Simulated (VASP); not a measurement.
Set up this calculation in VASP 6.6.1, as the native input.

```
Task                   : relaxation of cell and atoms
Functional             : PBE
Potentials or basis    : VASP PAW PBE potentials, release 64 (Dy_3, W_sv), 4f in core
Cutoff                 : 500 eV
k mesh                 : 4 × 4 × 4
Occupations            : gaussian, width 0.1 eV
Spin                   : no spin polarisation
Dipole correction      : no
Further INCAR settings : ALGO = Normal; EDIFF = 1e-07; IBRION = 2; EDIFFG = -0.04; NSW = 90; ISIF = 3
```

The structure of DyW2 lies in POSCAR:

```
DyW2
1.0
    0.0000000000      3.2591141700      3.2591141700
    3.2591141700      0.0000000000      3.2591141700
    3.2591141700      3.2591141700      0.0000000000
Dy W
1 2
Direct
    0.5000000000      0.5000000000      0.5000000000
    0.0000000000      0.0000000000      0.0000000000
    0.2500000000      0.2500000000      0.2500000000
```

The cell was generated, and may not be a known phase.

The input as run:

INCAR

```
PREC = Accurate
ENCUT = 500
EDIFF = 1E-7
ISMEAR = 0
SIGMA = 0.1
LREAL = False
LASPH = True
NELM = 200
ALGO = Normal
ISIF = 3
LWAVE = False
LCHARG = False
GGA = PE
IBRION = 2
NSW = 90
EDIFFG = -0.04
GGA_COMPAT = False
NELMIN = 4
LMAXMIX = 6
```

KPOINTS

```
Automatic mesh
0
Gamma
  4 4 4
```

Potentials or basis: VASP PAW PBE potentials, release 64 (Dy_3, W_sv), 4f in core.

Launch:

```bash
$ cat potpaw_PBE.64/Dy_3/POTCAR potpaw_PBE.64/W_sv/POTCAR > POTCAR
$ mpirun -np 1 vasp_std > vasp.out
```

Results of the run:

The relaxed volume is 22.23 Å³/atom and the relaxed cell is a = 4.552 Å, b = 4.552 Å, c = 4.552 Å, α = 60.00°, β = 60.00°, γ = 60.00°. The space group after relaxing (to 0.1 Å) is F-43m (No. 216), the energy gained by relaxing is 13.0 meV/atom and the ionic steps are 3. The pressure after relaxing is -0.1 GPa and the band gap on the k mesh is zero (an odd number of electrons rules out a gap without spin polarisation).

Caveat: the k points lie up to 0.42 Å⁻¹ apart in the final cell, too coarse for converged energies and pressures of a metal; spin-orbit coupling is left out, which moves the levels of the heavy elements; the 4f electrons are frozen in the core, so they carry no moment and show no levels.

It took 28 s on 1 thread of Intel(R) Xeon(R) 6975P-C (Granite Rapids), with other jobs on the host, peak memory 0.21 GiB.
